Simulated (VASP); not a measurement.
A run of VASP 6.6.1:

File INCAR:

```
SYSTEM = ZnS
PREC = Accurate ; ENCUT = 520
EDIFF = 1E-6 ; ISMEAR = 0
SIGMA = 0.05 ; LREAL = .False.
LASPH = .True. ; NELM = 80
ALGO = Normal ; ISIF = 2
LWAVE = .False. ; LCHARG = .False.
GGA = PE ; NBANDS = 16
```

KPOINTS

```
regular mesh
0
Gamma
  8 8 8
  0 0 0
```

POSCAR

```
ZnS
1.0
   -0.0272156398      2.7215639840      2.7215639840
    2.6943483442      0.0000000000      2.6943483442
    2.7215639840      2.7215639840     -0.0272156398
Zn S
1 1
Direct
    0.0000000000      0.0000000000      0.0000000000
    0.7500000000      0.7500000000      0.7500000000
```

Potentials or basis: VASP PAW PBE potentials, release 64 (Zn, S).

Launch:

```console
$ cat potpaw_PBE.64/Zn/POTCAR potpaw_PBE.64/S/POTCAR > POTCAR
$ mpirun -np 1 vasp_std > vasp.out
```

Hardware: 1 thread of Intel Xeon 8259CL, with other jobs on the host.

Problem. Estimate the wall time of this run.

Solution. Run time: 80 s on 1 thread of Intel Xeon 8259CL (shared host), peak memory 0.2 GiB. Counts: scf iterations 12, k points 95.
